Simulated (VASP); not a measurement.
Runs of VASP 6.6.1 on Zn. The structure is that of space group P6_3/mmc (No. 194), or close to it. The cells are those of the table. 

```tsv
cell	gap on the mesh (eV)	pressure (GPa)	largest force (eV/Å)
a = 2.666, b = 2.734, c = 4.947 Å, angles 90.0, 90.0, 122.6°, 2 atoms	none	0.5	0.02
a = 2.665, b = 2.613, c = 4.947 Å, angles 90.0, 90.0, 118.1°, 2 atoms	none	0.3	0.02
a = 2.665, b = 2.699, c = 4.947 Å, angles 90.0, 90.0, 121.3°, 2 atoms	none	(a)	0.01
a = 2.665, b = 2.648, c = 4.947 Å, angles 90.0, 90.0, 119.4°, 2 atoms	none	0.0	-
```

Alike in all rows: task single point; level PBE; potentials or basis VASP PAW PBE potentials, release 64 (Zn); no spin polarisation; k mesh 24 × 24 × 10; cutoff (eV) 500; smearing gaussian 0.15 eV.

Problem. Fill in the values left out.

Solution. (a) 0.1.

A gap of «none» marks levels without a gap at the run's occupations.
